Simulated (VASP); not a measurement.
Runs of VASP 6.6.1 on Ga2SnSe4. The structure is that of space group I4 (No. 79), or close to it. The cells are those of the table. 

```csv
task,cell,k mesh,cutoff (eV),smearing,gap on the mesh (eV),pressure (GPa),largest force (eV/Å)
relaxation of shape and atoms at fixed volume,"relaxed from a = 6.278 Å, angles 104.6, 104.6, 119.7°, 7 atoms",6 × 6 × 6,600,gaussian 0.02 eV,1.71,0.7,0.01
single point,"a = 6.339, b = 6.327, c = 6.341 Å, angles 104.7, 104.8, 119.5°, 7 atoms",4 × 4 × 4,520,gaussian 0.1 eV,1.72,0.1,0.01
single point,"a = 6.275 Å, angles 104.8, 104.8, 119.3°, 7 atoms",6 × 6 × 6,520,gaussian 0.02 eV,1.71,0.8,0.03
single point,"a = 6.342 Å, angles 104.6, 104.6, 119.7°, 7 atoms",6 × 6 × 6,520,gaussian 0.02 eV,(a),0.1,0.03
```

Alike in all rows: level PBE; potentials or basis VASP PAW PBE potentials, release 64 (Ga_d, Sn_d, Se); no spin polarisation.

Q: Fill in the values left out.

A: (a) 1.69.

Caveats: spin-orbit coupling is left out, which moves the levels of the heavy elements.

A k mesh can miss the band edges, and the runs leave out spin-orbit coupling on Ga, Se, Sn.
